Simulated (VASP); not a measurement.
# SiC (Moissanite 6H) (P6_3mc) in VASP: further runs, part 2 of 2

VASP 6.6.1. The steps go on from the part before.

### Step 5. Single point, RPBE+D3(BJ)

This run uses another cell than the first one, of 10.07 Å³/atom, 0.980 times its volume.

Contents of INCAR:

```
PREC     = Accurate       # precision mode
ENCUT    = 520            # plane-wave cutoff, eV
EDIFF    = 1E-7           # SCF threshold, eV
ISMEAR   = -1             # smearing method
SIGMA    = 0.05           # smearing width, eV
LREAL    = F              # projectors in reciprocal space
LASPH    = T              # aspherical terms in the spheres
NELM     = 80             # most SCF steps
ALGO     = Normal         # electronic algorithm
ISIF     = 2              # what is computed and relaxed
LWAVE    = F              # write WAVECAR
LCHARG   = F              # write CHGCAR
GGA      = RP             # functional
IVDW     = 12             # dispersion correction
NBANDS   = 36             # bands
```

Contents of KPOINTS:

```
regular mesh
0
Gamma
  10 10 2
```

Contents of POSCAR:

```
SiC
1.0
    3.0531705480      0.0000000000      0.0000000000
   -1.5265852740      2.6441232567      0.0000000000
    0.0000000000      0.0000000000     14.9649748670
Si C
6 6
Direct
    0.6666666667      0.3333333333      0.4583000000
    0.3333333333      0.6666666667      0.9583000000
    0.6666666667      0.3333333333      0.7917000000
    0.3333333333      0.6666666667      0.2917000000
    0.0000000000      0.0000000000      0.6250000000
    0.0000000000      0.0000000000      0.1250000000
    0.6666666667      0.3333333333      0.3333000000
    0.3333333333      0.6666666667      0.8333000000
    0.6666666667      0.3333333333      0.6667000000
    0.3333333333      0.6666666667      0.1667000000
    0.0000000000      0.0000000000      0.5000000000
    0.0000000000      0.0000000000      0.0000000000
```

On the command line:

```console
cat potpaw_PBE.64/Si/POTCAR potpaw_PBE.64/C/POTCAR > POTCAR
mpirun -np 1 vasp_std > vasp.out
```

Run time: 3 min. Hardware: 1 thread of AMD EPYC 7R13, shared host; peak memory 0.26 GiB.

It converged, with:

```yaml
Free_energy: -99.7753 eV
Pressure: -10.9 GPa
Largest_force: 0.148 eV/Å
Band_gap_on_the_k_mesh: 2.02 eV, indirect (least direct gap 3.12 eV)
Dispersion_energy_per_atom: -1.173 eV
```

Forces in eV/Å, atoms in the order of the input:
```
Si   0.000  0.000  0.071
Si   0.000  0.000  0.071
Si   0.000  0.000  0.031
Si   0.000  0.000  0.031
Si   0.000  0.000  0.037
Si   0.000  0.000  0.037
C    0.000  0.000 -0.018
C    0.000  0.000 -0.018
C    0.000  0.000  0.026
C    0.000  0.000  0.026
C    0.000  0.000 -0.148
C    0.000  0.000 -0.148
```

Stress tensor (GPa, compression positive):
```
-11.10   0.00   0.00
  0.00 -11.10   0.00
  0.00   0.00 -10.43
```

Levels at points of the mesh, in eV from the valence-band top:
```
           k point  band 22  band 23  band 24  band 25  band 26  band 27
(0.00, 0.00, 0.00)    -0.04     0.00     0.00     5.44     5.60     6.03
(0.50, 0.00, 0.00)    -1.79    -1.68    -1.10     2.02     2.23     3.29
(0.00, 0.00, 0.50)    -0.10    -0.10    -0.10     5.50     5.50     6.26
(0.50, 0.00, 0.50)    -1.73    -1.31    -1.31     2.07     2.07     3.50
```

Caveat: the PAW data sets were made with another functional, which shifts forces and pressure a little.

### Step 6. Single point, PBE exchange alone

This run uses another cell than the first one, of 10.07 Å³/atom, 0.980 times its volume.

Contents of INCAR:

```
AGGAC = 0.0
ALDAC = 0.0
ALGO = Normal
EDIFF = 1E-6
ENCUT = 520
GGA = PE
ISIF = 2
ISMEAR = -1
LASPH = T
LCHARG = T
LELF = T
LREAL = F
LVHAR = T
LWAVE = F
NBANDS = 36
NELM = 60
PREC = Accurate
SIGMA = 0.05
```

Contents of KPOINTS:

```
k-points
0
Gamma
  10 10 2
```

POSCAR is that of step 5.

Potentials or basis: VASP PAW PBE potentials, release 64 (Si, C).

On the command line:

```console
cat potpaw_PBE.64/Si/POTCAR potpaw_PBE.64/C/POTCAR > POTCAR
mpirun -np 1 vasp_std > vasp.out
```

OUTCAR:

```text
EDIFF = 1E-6
   ENCUT = 520
   GGA = PE
   ISIF = 2
   ISMEAR = -1
   LASPH = T
   LREAL = F
   NELM = 60
   PREC = Accurate

 ion  position               nearest neighbor table
   1  0.667  0.333  0.458-  11 1.87  11 1.87  11 1.87   7 1.87   4 3.05   4 3.05   4 3.05   5 3.05
                             5 3.05   5 3.05
   2  0.333  0.667  0.958-  12 1.87  12 1.87  12 1.87   8 1.87   3 3.05   3 3.05   3 3.05   6 3.05
                             6 3.05   6 3.05
   3  0.667  0.333  0.792-   8 1.87   8 1.87   8 1.87   9 1.87   2 3.05   2 3.05   2 3.05   5 3.05
                             5 3.05   5 3.05
   4  0.333  0.667  0.292-   7 1.87   7 1.87   7 1.87  10 1.87   1 3.05   1 3.05   1 3.05   6 3.05
                             6 3.05   6 3.05
   5  0.000  0.000  0.625-   9 1.87   9 1.87   9 1.87  11 1.87   3 3.05   1 3.05   1 3.05   3 3.05
                             3 3.05   1 3.05
   6  0.000  0.000  0.125-  10 1.87  10 1.87  10 1.87  12 1.87   4 3.05   2 3.05   4 3.05   2 3.05
                             2 3.05   4 3.05
   7  0.667  0.333  0.333-   4 1.87   4 1.87   4 1.87   1 1.87
[... 1153 lines left out ...]
     36      17.8769      0.00000

 [... further k-points ...]

------------------------ aborting loop because EDIFF is reached ----------------------------------------

  FORCE on cell =-STRESS in cart. coord.  units (eV):
  Direction    XX          YY          ZZ          XY          YZ          ZX
  --------------------------------------------------------------------------------------
  -------------------------------------------------------------------------------------
  Total       20.1719590     20.1719590     20.8921601      0.0000000      0.0000000      0.0000000
  in kB      267.5160892    267.5160892    277.0672378      0.0000000      0.0000000      0.0000000
  external PRESSURE =     270.6998054 kB  Pullay stress =       0.0000000 kB

 VOLUME and BASIS-vectors are now :
 -----------------------------------------------------------------------------
  energy-cutoff  :      520.00
  volume of cell :      120.81
      direct lattice vectors                 reciprocal lattice vectors
     3.053170548  0.000000000  0.000000000     0.327528379  0.189098598  0.000000000
    -1.526585274  2.644123257  0.000000000     0.000000000  0.378197195  0.000000000
     0.000000000  0.000000000 14.964974867     0.000000000  0.000000000  0.066822698

 POSITION                                       TOTAL-FORCE (eV/Angst)
 -----------------------------------------------------------------------------------
      1.52659      0.88137      6.85845        -0.000000     -0.000000      0.044849
     -0.00000      1.76275     14.34094         0.000000      0.000000      0.044849
      1.52659      0.88137     11.84777        -0.000000     -0.000000      0.025433
     -0.00000      1.76275      4.36528         0.000000      0.000000      0.025433
      0.00000      0.00000      9.35311        -0.000000     -0.000000      0.043385
      0.00000      0.00000      1.87062        -0.000000      0.000000      0.043385
      1.52659      0.88137      4.98783         0.000000     -0.000000     -0.014340
     -0.00000      1.76275     12.47031         0.000000      0.000000     -0.014340
      1.52659      0.88137      9.97715         0.000000     -0.000000      0.048250
     -0.00000      1.76275      2.49466        -0.000000     -0.000000      0.048250
      0.00000      0.00000      7.48249        -0.000000      0.000000     -0.147576
      0.00000      0.00000      0.00000         0.000000     -0.000000     -0.147576
 -----------------------------------------------------------------------------------
    total drift:                               -0.000000     -0.000000      0.000047

  FREE ENERGIE OF THE ION-ELECTRON SYSTEM (eV)
  ---------------------------------------------------
  free  energy   TOTEN  =       -69.2204905735 eV

  energy  without entropy=      -69.2204905734  energy(sigma->0) =      -69.22049057
```

OSZICAR:

```text
N       E                     dE             d eps       ncg     rms          rms(c)
DAV:   1     0.150253894043E+03    0.15025E+03   -0.22043E+04  2016   0.121E+03
DAV:   2    -0.697316526990E+02   -0.21999E+03   -0.20557E+03  2660   0.211E+02
DAV:   3    -0.819075891736E+02   -0.12176E+02   -0.12088E+02  2656   0.475E+01
DAV:   4    -0.820909726346E+02   -0.18338E+00   -0.18301E+00  2576   0.675E+00
DAV:   5    -0.820948484010E+02   -0.38758E-02   -0.38721E-02  2592   0.934E-01    0.220E+01
DAV:   6    -0.693063519345E+02    0.12788E+02   -0.39786E+01  2472   0.237E+01    0.928E+00
DAV:   7    -0.692035590020E+02    0.10279E+00   -0.37913E+00  2696   0.755E+00    0.446E+00
DAV:   8    -0.692131424178E+02   -0.95834E-02   -0.20762E-01  2444   0.198E+00    0.141E+00
DAV:   9    -0.692190536797E+02   -0.59113E-02   -0.39752E-02  2480   0.996E-01    0.308E-01
DAV:  10    -0.692200637699E+02   -0.10101E-02   -0.45473E-03  2548   0.279E-01    0.996E-02
DAV:  11    -0.692204849966E+02   -0.42123E-03   -0.65372E-04  2324   0.154E-01    0.627E-02
DAV:  12    -0.692204867193E+02   -0.17227E-05   -0.20378E-05  2688   0.204E-02    0.250E-02
DAV:  13    -0.692204900658E+02   -0.33465E-05   -0.55627E-06  2372   0.105E-02    0.362E-03
DAV:  14    -0.692204905735E+02   -0.50765E-06   -0.45230E-07  1504   0.369E-03
   1 F= -.69220491E+02 E0= -.69220491E+02  d E =-.554481E-10
```

Wall time 3.2 min (1 thread of AMD EPYC 7R13, shared host); peak memory 0.25 GiB.

What came out:

* Free energy: -69.2205 eV
* Pressure: 27.1 GPa
* Largest force: 0.148 eV/Å
* Band gap on the k mesh: 2.33 eV, indirect (least direct gap 3.42 eV)

Forces in eV/Å, atoms in the order of the input:
```
Si   0.000  0.000  0.045
Si   0.000  0.000  0.045
Si   0.000  0.000  0.025
Si   0.000  0.000  0.025
Si   0.000  0.000  0.043
Si   0.000  0.000  0.043
C    0.000  0.000 -0.014
C    0.000  0.000 -0.014
C    0.000  0.000  0.048
C    0.000  0.000  0.048
C    0.000  0.000 -0.148
C    0.000  0.000 -0.148
```

Stress tensor (GPa, compression positive):
```
26.75  0.00  0.00
 0.00 26.75  0.00
 0.00  0.00 27.71
```

Levels at points of the mesh, in eV from the valence-band top:
```csv
k point,band 22,band 23,band 24,band 25,band 26,band 27
"(0.00, 0.00, 0.00)",-0.04,0.00,0.00,5.58,5.76,6.17
"(0.50, 0.00, 0.00)",-1.78,-1.65,-1.10,2.33,2.52,3.55
"(0.00, 0.00, 0.50)",-0.10,-0.10,-0.10,5.65,5.65,6.40
"(0.50, 0.00, 0.50)",-1.71,-1.30,-1.30,2.38,2.38,3.76
```

A k mesh can miss the band edges.

### Step 7. The runs side by side

| level | cell | gap on the mesh (eV) | pressure (GPa) | largest force (eV/Å) |
| --- | --- | --- | --- | --- |
| BLYP | a = 3.074, b = 3.074, c = 15.068 Å, angles 90.0, 90.0, 120.0°, 12 atoms | 2.33 | 9.9 | 0.15 |
| RPBE+D3(BJ) | a = 3.032, b = 3.032, c = 14.860 Å, angles 90.0, 90.0, 120.0°, 12 atoms | 2.01 | -6.3 | 0.15 |
| PBE exchange alone | a = 3.032, b = 3.032, c = 14.860 Å, angles 90.0, 90.0, 120.0°, 12 atoms | 2.32 | 33.0 | 0.15 |
| RPBE+D3(BJ) | a = 3.053, b = 3.053, c = 14.965 Å, angles 90.0, 90.0, 120.0°, 12 atoms | 2.02 | -10.9 | 0.15 |
| PBE exchange alone | a = 3.053, b = 3.053, c = 14.965 Å, angles 90.0, 90.0, 120.0°, 12 atoms | 2.33 | 27.1 | 0.15 |

Alike in all rows: task single point; potentials or basis VASP PAW PBE potentials, release 64 (Si, C); no spin polarisation; k mesh 10 × 10 × 2; cutoff (eV) 520; smearing fermi-dirac 0.05 eV.

Caveats: the PAW data sets were made with another functional, which shifts forces and pressure a little (some runs).

Total energies depend on the potentials used, so only differences within one code and one set of settings carry meaning.
